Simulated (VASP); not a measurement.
# ZnS (I-4m2) in VASP: notebook, part 2 of 2

VASP 6.6.1.

**3. Single point, PBEsol (in-plane strain +0.01, then relaxed in part)**

Contents of INCAR:

```
SYSTEM = ZnS
ALGO = Normal ; EDIFF = 1E-6
ENCUT = 500 ; GGA = PS
GGA_COMPAT = .False. ; ISIF = 2
ISMEAR = 0 ; LASPH = .True.
LCHARG = .False. ; LREAL = .False.
LWAVE = .False. ; NBANDS = 16
NELM = 120 ; PREC = Accurate
SIGMA = 0.01
```

Contents of KPOINTS:

```
k-points
0
Gamma
  8 8 8
  0 0 0
```

Contents of POSCAR:

```
ZnS
1.0
    2.7045472975      2.7045472975      0.0000000000
   -2.7045472975      2.7045472975      0.0000000000
    0.0000000000      2.7045472975      2.6461561736
Zn S
1 1
Direct
    0.7500000000      0.2500000000      0.5000000000
    0.0000000000      0.0000000000      0.0000000000
```

Potentials or basis: VASP PAW PBE potentials, release 64 (Zn, S).

Launch:

```
$ cat potpaw_PBE.64/Zn/POTCAR potpaw_PBE.64/S/POTCAR > POTCAR
$ mpirun -np 1 vasp_std > vasp.out
```

OUTCAR:

```text
SYSTEM = ZnS
   EDIFF = 1E-6
   ENCUT = 500
   GGA = PS
   ISIF = 2
   ISMEAR = 0
   LASPH = .True.
   LREAL = .False.
   NELM = 120
   PREC = Accurate

 ion  position               nearest neighbor table
   1  0.750  0.250  0.500-   2 2.33   2 2.33   2 2.33   2 2.33
   2  0.000  0.000  0.000-   1 2.33   1 2.33   1 2.33   1 2.33

  LATTYP: Found a body centered tetragonal cell.
 ALAT       =     3.8248074682
 C/A-ratio  =     1.3836807189

  Lattice vectors:

 A1 = (   2.7045472975,   0.0000000000,  -2.6461561736)
 A2 = (  -2.7045472975,   0.0000000000,  -2.6461561736)
 A3 = (   0.0000000000,   2.7045472975,   2.6461561736)

Analysis of symmetry for initial positions (statically):
=====================================================================
 Subroutine PRICEL returns:
 Original cell was already a primitive cell.

 Routine SETGRP: Setting up the symmetry group for a
 body centered tetragonal supercell.

 Subroutine GETGRP returns: Found  8 space group operations
 (whereof  8 operations were pure point group operations)
 out of a pool of 16 trial point group operations.

The static configuration has the point symmetry D_2d.

Analysis of symmetry for dynamics (positions and initial velocities):
=====================================================================
 Subroutine PRICEL returns:
 Original cell was already a primitive cell.

 Routine SETGRP: Setting up the symmetry group for a
 body centered tetragonal supercell.

 Subroutine GETGRP returns: Found  8 space group operations
 (whereof  8 operations were pure point group operations)
 out of a pool of 16 trial point group operations.

The dynamic configuration has the point symmetry D_2d.

 Subroutine INISYM returns: Found  8 space group operations
 (whereof  8 operations are pure point group operations),
 and found     1 'primitive' translations

----------------------------------------------------------------------------------------

                                     Primitive cell

[... 110 lines left out ...]
     AMIX_MAG =   1.60;   BMIX_MAG =  1.00
  volume/ion in A,a.u.               =      19.36       130.62
  Fermi-wavevector in a.u.,A,eV,Ry     =   1.268296  2.396733 21.886005  1.608576
  Thomas-Fermi vector in A             =   2.401399
   LORBIT       =      0    0 simple, 1 ext, 2 COOP (PROOUT), +10 PAW based schemes
   GGA     = PS    functional components
   LHFCALC =     F    Hartree Fock is set to
   AEXX    =    0.0000 exact exchange contribution
   IVDW    =     0    specifies the selected vdW correction
   LEPSILON=     F    determine dielectric tensor
   LRPA    =     F    only Hartree local field effects (RPA)
 non-spin polarized calculation
 Gauss-broadening in eV      SIGMA  =   0.01
  energy-cutoff  :      500.00
  volume of cell :       38.71
 maximum number of plane-waves:       994
   NGX = 13   NGY = 13   NGZ = 13

 number of electron      18.0000015 magnetization

 Free energy of the ion-electron system (eV)
  ---------------------------------------------------
  ext. energy  EPLUGINS =         0.00000000
  ---------------------------------------------------
  free energy    TOTEN  =        -7.58672991 eV

  energy without entropy =       -7.58672991  energy(sigma->0) =       -7.58672991

 E-fermi :   2.3558     XC(G=0):  -9.9397

 val. band max:        2.2418029710   @ k =   0.0000   0.0000   0.0000
 cond. band min:       4.2506068001   @ k =   0.0000   0.0000   0.0000
 fundamental gap:      2.0088038291
 Fermi energy:         2.3558417415

 k-point     1 :       0.0000    0.0000    0.0000
  band No.  band energies     occupation
      1     -11.0967      2.00000
      2      -4.2614      2.00000
      3      -4.2614      2.00000
      4      -4.2487      2.00000
      5      -3.7399      2.00000
      6      -3.7323      2.00000
[... 433 lines left out ...]
      3      -4.1626      2.00000
      4      -4.1367      2.00000
      5      -3.7529      2.00000
      6      -3.7095      2.00000
[... 8 lines left out ...]
     15      14.4341      0.00000
     16      15.6207      0.00000

 [... further k-points ...]

------------------------ aborting loop because EDIFF is reached ----------------------------------------

  FORCE on cell =-STRESS in cart. coord.  units (eV):
  Direction    XX          YY          ZZ          XY          YZ          ZX
  --------------------------------------------------------------------------------------
  -------------------------------------------------------------------------------------
  Total       -0.1693326     -0.1693326      0.0441501      0.0000000      0.0000000      0.0000000
  in kB       -7.0083606     -7.0083606      1.8272898      0.0000000      0.0000000      0.0000000
  external PRESSURE =      -4.0631438 kB  Pullay stress =       0.0000000 kB

 VOLUME and BASIS-vectors are now :
 -----------------------------------------------------------------------------
  energy-cutoff  :      500.00
  volume of cell :       38.71
      direct lattice vectors                 reciprocal lattice vectors
     2.704547298  2.704547298  0.000000000     0.184873824  0.184873824 -0.188953322
    -2.704547298  2.704547298  0.000000000    -0.184873824  0.184873824 -0.188953322
     0.000000000  2.704547298  2.646156174     0.000000000  0.000000000  0.377906644

 POSITION                                       TOTAL-FORCE (eV/Angst)
 -----------------------------------------------------------------------------------
      1.35227      4.05682      1.32308         0.000000      0.000000      0.000000
      0.00000      0.00000      0.00000        -0.000000     -0.000000      0.000000
 -----------------------------------------------------------------------------------
    total drift:                                0.000000      0.000000     -0.000000

  FREE ENERGIE OF THE ION-ELECTRON SYSTEM (eV)
  ---------------------------------------------------
  free  energy   TOTEN  =        -7.5867299061 eV

  energy  without entropy=       -7.5867299061  energy(sigma->0) =       -7.58672991
```

stdout:

```text
POSCAR found type information on POSCAR ZnS
 POSCAR found :  2 types and       2 ions
 scaLAPACK will be used
 -----------------------------------------------------------------------------
|                                                                             |
|                                                                             |
|     You enforced a specific xc type in the INCAR file but a different       |
|     I HOPE YOU KNOW WHAT YOU ARE DOING!                                     |
|                                                                             |
 -----------------------------------------------------------------------------

 LDA part: xc-table for (Slater+PW92), standard interpolation
 POSCAR, INCAR and KPOINTS ok, starting setup
 FFT: planning ... GRIDC
 FFT: planning ... GRID_SOFT
 FFT: planning ... GRID
 WAVECAR not read
 entering main loop
```

It took 22 s on 1 thread of Intel Xeon Platinum 8488C (Sapphire Rapids), shared host; peak memory 0.17 GiB.

Results:

- Free energy: -7.5867 eV
- Pressure: -0.4 GPa
- Band gap on the k mesh: 2.01 eV, direct

Caveat: the cell differs from its parent crystal (in-plane strain +0.01, then relaxed in part); the PAW data sets were made with another functional, which shifts forces and pressure a little.

**4. Single point, PBEsol (in-plane strain +0.01)**

Contents of INCAR:

```
SYSTEM = ZnS
ALGO = Normal
EDIFF = 1E-6
ENCUT = 500
GGA = PS
GGA_COMPAT = .False.
ISIF = 2
ISMEAR = 0
LASPH = .True.
LCHARG = .True.
LELF = .True.
LREAL = .False.
LVHAR = .True.
LWAVE = .False.
NBANDS = 16
NELM = 120
PREC = Accurate
SIGMA = 0.01
```

KPOINTS is that of step 3.

POSCAR: that of step 3 with these lines changed.

```diff
@@ -4,3 +4,3 @@
    -2.7045472975      2.7045472975      0.0000000000
-    0.0000000000      2.7045472975      2.6461561736
+    0.0000000000      2.7045472975      2.6617029838
 Zn S
```

Launch:

```
$ cat potpaw_PBE.64/Zn/POTCAR potpaw_PBE.64/S/POTCAR > POTCAR
$ mpirun -np 1 vasp_std > vasp.out
```

It took 22 s on 1 thread of Intel Xeon Platinum 8488C (Sapphire Rapids), shared host; peak memory 0.17 GiB.

Results (log left out):

| Quantity | Value |
| --- | --- |
| Free energy | -7.5866 eV |
| Pressure | -0.8 GPa |
| Band gap on the k mesh | 2.00 eV, direct |

Stress tensor (GPa, compression positive):
```
-1.06  0.00  0.00
 0.00 -1.06  0.00
 0.00  0.00 -0.41
```

Levels at points of the mesh, in eV from the valence-band top:
```
           k point  band 7  band 8  band 9  band 10  band 11  band 12
(0.00, 0.00, 0.00)   -0.06   -0.06    0.00     2.00     6.26     6.26
(0.50, 0.00, 0.00)   -5.48   -0.98   -0.89     3.18     6.72     6.87
(0.50, 0.50, 0.00)   -4.73   -2.32   -2.29     3.20     3.98    10.83
(0.00, 0.00, 0.50)   -4.63   -2.39   -2.39     3.12     3.82    11.01
```

Caveat: the cell differs from its parent crystal (in-plane strain +0.01); the PAW data sets were made with another functional, which shifts forces and pressure a little.

**5. Single point, PBEsol (in-plane strain +0.02)**

Contents of INCAR:

```
ALGO = Normal ; EDIFF = 1E-6
ENCUT = 500 ; GGA = PS
GGA_COMPAT = False ; ISIF = 2
ISMEAR = 0 ; LASPH = True
LCHARG = False ; LREAL = False
LWAVE = False ; NBANDS = 16
NELM = 120 ; PREC = Accurate
SIGMA = 0.01
```

Contents of KPOINTS:

```
k-points
0
Gamma
  8 8 8
```

Contents of POSCAR:

```
ZnS
1.0
    2.7313249935      2.7313249935      0.0000000000
   -2.7313249935      2.7313249935      0.0000000000
    0.0000000000      2.7313249935      2.6456363662
Zn S
1 1
Direct
    0.7500000000      0.2500000000      0.5000000000
    0.0000000000      0.0000000000      0.0000000000
```

Launch:

```
$ cat potpaw_PBE.64/Zn/POTCAR potpaw_PBE.64/S/POTCAR > POTCAR
$ mpirun -np 1 vasp_std > vasp.out
```

Wall time 25 s (1 thread of Intel Xeon Platinum 8259CL at 2.50GHz (Skylake/Cascade Lake), shared host); peak memory 0.17 GiB.

The run converged. Its results:

- Free energy: -7.5797 eV
- Pressure: -1.9 GPa
- Band gap on the k mesh: 1.90 eV, direct

Stress tensor (GPa, compression positive):
```
-2.28  0.00  0.00
 0.00 -2.28  0.00
 0.00  0.00 -1.00
```

Levels at points of the mesh, in eV from the valence-band top:
```csv
k point,band 5,band 6,band 7,band 8,band 9,band 10,band 11,band 12,band 13,band 14
"(0.00, 0.00, 0.00)",-5.94,-5.93,-0.11,-0.11,0.00,1.90,6.25,6.25,6.25,11.40
"(0.50, 0.00, 0.00)",-5.90,-5.74,-5.42,-1.03,-0.86,3.11,6.63,6.92,8.63,11.87
"(0.50, 0.50, 0.00)",-5.87,-5.74,-4.73,-2.29,-2.22,3.23,4.01,10.63,11.65,11.92
"(0.00, 0.00, 0.50)",-5.86,-5.69,-4.55,-2.43,-2.43,3.07,3.69,10.99,11.76,11.76
```

Caveat: the cell differs from its parent crystal (in-plane strain +0.02); the PAW data sets were made with another functional, which shifts forces and pressure a little.

**6. Summary**

| cell | gap on the mesh (eV) | pressure (GPa) |
| --- | --- | --- |
| a = 3.806, b = 3.806, c = 3.786 Å, angles 59.8, 59.8, 90.0°, 2 atoms | 2.05 | -0.1 |
| a = 3.825, b = 3.825, c = 3.784 Å, angles 59.6, 59.6, 90.0°, 2 atoms | 2.01 | -0.4 |
| a = 3.825, b = 3.825, c = 3.795 Å, angles 59.7, 59.7, 90.0°, 2 atoms | 2.00 | -0.8 |
| a = 3.863, b = 3.863, c = 3.803 Å, angles 59.5, 59.5, 90.0°, 2 atoms | 1.90 | -1.9 |

Alike in all rows: task single point; level PBEsol; potentials or basis VASP PAW PBE potentials, release 64 (Zn, S); no spin polarisation; k mesh 8 × 8 × 8; cutoff (eV) 500; smearing gaussian 0.01 eV.

Caveats: the PAW data sets were made with another functional, which shifts forces and pressure a little.

Absolute energies hang on the potentials; compare differences alone.
